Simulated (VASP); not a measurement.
# Cu (Fm-3m) in VASP: notebook, part 2 of 2

VASP 6.6.1.

## Step 3: Single point, PBE

INCAR

```
  PREC = Accurate
  ENCUT = 600
  EDIFF = 1E-6
  ISMEAR = 0
  SIGMA = 0.1
  LREAL = False
  LASPH = True
  NELM = 120
  ALGO = Normal
  ISIF = 2
  LWAVE = False
  LCHARG = False
  GGA = PE
  NBANDS = 12
  GGA_COMPAT = False
```

KPOINTS

```
Automatic mesh
0
Gamma
  20 20 20
```

POSCAR

```
Cu
1.0
    0.0000000000      1.8144667993      1.8144667993
    1.8144667993      0.0000000000      1.8144667993
    1.8144667993      1.8144667993      0.0000000000
Cu
1
Direct
    0.0000000000      0.0000000000      0.0000000000
```

Potentials or basis: VASP PAW PBE potentials, release 64 (Cu).

Run with:

```sh
$ cat potpaw_PBE.64/Cu/POTCAR > POTCAR
$ mpirun -np 1 vasp_std > vasp.out
```

OUTCAR:

```text
PREC = Accurate
   ENCUT = 600
   EDIFF = 1E-6
   ISMEAR = 0
   LREAL = False
   LASPH = True
   NELM = 120
   ISIF = 2
   GGA = PE

 ion  position               nearest neighbor table
   1  0.000  0.000  0.000-

  LATTYP: Found a face centered cubic cell.
 ALAT       =     3.6289335986

  Lattice vectors:

 A1 = (   0.0000000000,   1.8144667993,   1.8144667993)
 A2 = (   1.8144667993,   0.0000000000,   1.8144667993)
 A3 = (   1.8144667993,   1.8144667993,   0.0000000000)

Analysis of symmetry for initial positions (statically):
=====================================================================
 Subroutine PRICEL returns:
 Original cell was already a primitive cell.

 Routine SETGRP: Setting up the symmetry group for a
 face centered cubic supercell.

 Subroutine GETGRP returns: Found 48 space group operations
 (whereof 48 operations were pure point group operations)
 out of a pool of 48 trial point group operations.

The static configuration has the point symmetry O_h .

Analysis of symmetry for dynamics (positions and initial velocities):
=====================================================================
 Subroutine PRICEL returns:
 Original cell was already a primitive cell.

[... 159 lines left out ...]
 Fermi energy:         7.4167937085

 k-point     1 :       0.0000    0.0000    0.0000
  band No.  band energies     occupation
      1      -1.8203      2.00000
      2       4.4529      2.00000
      3       4.4529      2.00000
      4       4.4529      2.00000
      5       5.2604      2.00000
      6       5.2604      2.00000
      7      29.9446      0.00000
      8      32.4999      0.00000
      9      32.4999      0.00000
     10      32.4999      0.00000
     11      34.9831      0.00000
     12      34.9831      0.00000
[... 331 lines left out ...]
 k-point    24 :      -0.3500    0.0500    0.0000
  band No.  band energies     occupation
      1       1.9700      2.00000
      2       4.4790      2.00000
      3       4.5180      2.00000
      4       4.6539      2.00000
      5       5.5706      2.00000
      6       5.8495      2.00000
      7      14.6567      0.00000
      8      27.1041      0.00000
      9      29.5006      0.00000
     10      30.4143      0.00000
     11      32.7440      0.00000
     12      34.4662      0.00000

 [... further k-points ...]
[... 5 lines left out ...]
  --------------------------------------------------------------------------------------
  -------------------------------------------------------------------------------------
  Total        0.0548117      0.0548117      0.0548117      0.0000000      0.0000000      0.0000000
  in kB        7.3503247      7.3503247      7.3503247      0.0000000      0.0000000      0.0000000
  external PRESSURE =       7.3503247 kB  Pullay stress =       0.0000000 kB

 VOLUME and BASIS-vectors are now :
 -----------------------------------------------------------------------------
  energy-cutoff  :      600.00
  volume of cell :       11.95
      direct lattice vectors                 reciprocal lattice vectors
     0.000000000  1.814466799  1.814466799    -0.275563047  0.275563047  0.275563047
     1.814466799  0.000000000  1.814466799     0.275563047 -0.275563047  0.275563047
     1.814466799  1.814466799  0.000000000     0.275563047  0.275563047 -0.275563047

 POSITION                                       TOTAL-FORCE (eV/Angst)
 -----------------------------------------------------------------------------------
      0.00000      0.00000      0.00000        -0.000000      0.000000      0.000000
 -----------------------------------------------------------------------------------
    total drift:                               -0.000000      0.000000      0.000000

  FREE ENERGIE OF THE ION-ELECTRON SYSTEM (eV)
  ---------------------------------------------------
  free  energy   TOTEN  =        -3.7294030083 eV

  energy  without entropy=       -3.7280705896  energy(sigma->0) =       -3.72873680
```

OSZICAR:

```text
N       E                     dE             d eps       ncg     rms          rms(c)
DAV:   1     0.480650390761E+02    0.48065E+02   -0.58284E+03  6652   0.172E+03
DAV:   2    -0.295002265328E+01   -0.51015E+02   -0.47087E+02  6380   0.220E+02
DAV:   3    -0.461565474260E+01   -0.16656E+01   -0.16495E+01  7180   0.448E+01
DAV:   4    -0.462687116904E+01   -0.11216E-01   -0.11215E-01  7060   0.325E+00
DAV:   5    -0.462697350067E+01   -0.10233E-03   -0.10233E-03  7320   0.314E-01    0.765E+00
DAV:   6    -0.411738777930E+01    0.50959E+00   -0.14628E+01  7332   0.732E+01    0.398E+00
DAV:   7    -0.374157694063E+01    0.37581E+00   -0.23306E+00  7328   0.292E+01    0.570E-01
DAV:   8    -0.373102660292E+01    0.10550E-01   -0.46383E-03  7148   0.105E+00    0.305E-01
DAV:   9    -0.372940386222E+01    0.16227E-02   -0.10172E-02  7620   0.178E+00    0.312E-02
DAV:  10    -0.372940386648E+01   -0.42542E-08   -0.48348E-05  9196   0.119E-01    0.708E-03
DAV:  11    -0.372940300833E+01    0.85815E-06   -0.40481E-07  5200   0.105E-02
   1 F= -.37294030E+01 E0= -.37287368E+01  d E =-.133242E-02
```

It took 47 s on 1 thread of Intel Xeon 8259CL, shared host; peak memory 0.17 GiB.

Results:

| Item | Value |
| --- | --- |
| Free energy | -3.7294 eV |
| Pressure | 0.7 GPa |

Levels at points of the mesh, in eV from the Fermi level:
| k point | band 3 | band 4 | band 5 | band 6 | band 7 | band 8 | band 9 | band 10 |
| --- | --- | --- | --- | --- | --- | --- | --- | --- |
| (0.00, 0.00, 0.00) | -2.96 | -2.96 | -2.16 | -2.16 | 22.53 | 25.08 | 25.08 | 25.08 |
| (0.50, 0.00, 0.00) | -3.00 | -1.60 | -1.60 | -0.94 | 3.73 | 21.03 | 21.92 | 21.92 |
| (0.50, 0.50, 0.00) | -1.62 | -1.46 | -1.46 | 1.53 | 7.06 | 13.02 | 13.02 | 17.48 |

## Step 4: Relaxation of cell and atoms, PBE

INCAR

```
ALGO = Normal
EDIFF = 1E-7
EDIFFG = -0.002
ENCUT = 600
GGA = PE
GGA_COMPAT = False
IBRION = 2
ISIF = 3
ISMEAR = 0
LASPH = True
LCHARG = False
LREAL = False
LWAVE = False
NELM = 120
NELMIN = 4
NSW = 100
PREC = Accurate
SIGMA = 0.1
```

KPOINTS

```
k-points
0
Gamma
  20 20 20
```

POSCAR

```
Cu
1.0
    0.0000000000      1.8135739183      1.8135739183
    1.8135739183      0.0000000000      1.8135739183
    1.8135739183      1.8135739183      0.0000000000
Cu
1
Direct
    0.0000000000      0.0000000000      0.0000000000
```

Run with:

```sh
$ cat potpaw_PBE.64/Cu/POTCAR > POTCAR
$ mpirun -np 1 vasp_std > vasp.out
```

It took 84 s on 1 thread of Intel Xeon 8259CL, shared host; peak memory 0.16 GiB.

It converged, with:

| Quantity | Value |
| --- | --- |
| Free energy | -3.7295 eV |
| Relaxed volume | 12.01 Å³/atom |
| Relaxed cell | a = 2.570 Å, b = 2.570 Å, c = 2.570 Å, α = 60.00°, β = 60.00°, γ = 60.00° |
| Space group after relaxing (to 0.05 Å) | Fm-3m (No. 225) |
| Energy gained by relaxing | 0.2 meV/atom |
| Ionic steps | 3 |
| Pressure after relaxing | 0.0 GPa |

The path:
```
step  energy change (eV)  largest force (eV/Å)  pressure (GPa)  volume (Å³)
   1              0.0000                0.0000            0.90        11.93
   2             -0.0002                0.0000           -0.44        12.05
   3             -0.0002                0.0000            0.02        12.01
```

Final structure:
```cif
data_structure
_symmetry_space_group_name_H-M 'P 1'
_symmetry_Int_Tables_number 1
_cell_length_a 2.5702
_cell_length_b 2.5702
_cell_length_c 2.5702
_cell_angle_alpha 60.000
_cell_angle_beta 60.000
_cell_angle_gamma 60.000
_cell_volume 12.01
loop_
_atom_site_label
_atom_site_type_symbol
_atom_site_fract_x
_atom_site_fract_y
_atom_site_fract_z
_atom_site_occupancy
Cu1 Cu 0.00000 0.00000 0.00000 1
```

Levels at points of the mesh, in eV from the Fermi level:
| k point | band 3 | band 4 | band 5 | band 6 | band 7 | band 8 | band 9 |
| --- | --- | --- | --- | --- | --- | --- | --- |
| (0.00, 0.00, 0.00) | -2.95 | -2.95 | -2.15 | -2.15 | 22.49 | 25.01 | 25.01 |
| (0.50, 0.00, 0.00) | -2.98 | -1.59 | -1.59 | -0.93 | 3.70 | 20.99 | 21.84 |
| (0.50, 0.50, 0.00) | -1.61 | -1.45 | -1.45 | 1.54 | 7.03 | 12.98 | 12.98 |

## Step 5: Overview

| task | cell | k mesh | gap on the mesh (eV) | pressure (GPa) |
| --- | --- | --- | --- | --- |
| single point | a = 2.565 Å, angles 60.0°, 1 atom | 10 × 10 × 10 | none | 1.2 |
| single point | a = 2.566 Å, angles 60.0°, 1 atom | 20 × 20 × 20 | none | 0.7 |
| relaxation of cell and atoms | relaxed from a = 2.565 Å, angles 60.0°, 1 atom | 20 × 20 × 20 | none | 0.0 |

Alike in all rows: level PBE; potentials or basis VASP PAW PBE potentials, release 64 (Cu); no spin polarisation; cutoff (eV) 600; smearing gaussian 0.1 eV.

Absolute energies hang on the potentials; compare differences alone.
